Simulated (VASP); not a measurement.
The system is Fe.

```
Fe
1.0
     0.00000    1.97982    2.00365
     1.52783    0.00000    2.00365
     1.52783    1.97982    0.00000
Fe
1
Direct
  0.00000 0.00000 0.00000
```

This cell differs from its parent crystal: volume scaled by 1.06.

Base run:

```yaml
Program: VASP 6.6.1
Functional: LDA
Potentials_or_basis: VASP PAW LDA potentials, release 64 (Fe)
Cutoff: 520 eV
k_mesh: 13 × 13 × 13
Occupations: fermi-dirac, width 0.05 eV
Spin: collinear spin, ferromagnetic start
Starting_moments: "[3.0] μB"
```

Its results: pressure -26.5 GPa; net moment 2.23 μB per cell; site moments Fe +2.21 μB.

The run is repeated on the same cell with these changes: functional from LDA to r2SCAN; potentials or basis from VASP PAW LDA potentials, release 64 (Fe) to VASP PAW PBE potentials, release 64 (Fe). What comes out?

Pressure -5.1 GPa; net moment 2.67 μB per cell; site moments Fe +2.75 μB.

Caveats: the PAW data sets were made with another functional, which shifts forces and pressure a little (some runs).
